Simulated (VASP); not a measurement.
Input of a VASP 6.6.1 run:

Contents of INCAR:

```
SYSTEM = Mg
PREC = Accurate ; ENCUT = 520
EDIFF = 1E-7 ; ISMEAR = -1
SIGMA = 0.08 ; LREAL = .False.
LASPH = .True. ; NELM = 80
ALGO = Normal ; ISIF = 2
LWAVE = .False. ; LCHARG = .True.
GGA = PE ; LELF = .True.
LVHAR = .True. ; NBANDS = 7
```

KPOINTS

```
Automatic mesh
0
Gamma
  16 16 16
  0 0 0
```

The input POSCAR:

```
Mg
1.0
    0.0000000000      1.6663180056      1.6663180056
    1.6663180056      0.0000000000      1.6663180056
    1.6663180056      1.6663180056      0.0000000000
Mg
1
Direct
    0.0000000000      0.0000000000      0.0000000000
```

Potentials or basis: VASP PAW PBE potentials, release 64 (Mg).

The run is started by

```bash
$ cat potpaw_PBE.64/Mg/POTCAR > POTCAR
$ mpirun -np 1 vasp_std > vasp.out
```

(1) Estimate the pressure.

(2) Estimate the band gap on the k mesh.

Results:

(1) 189.8 GPa.

(2) zero (band 1 reaches 11.27 eV, above the bottom of band 2 at 8.47 eV).
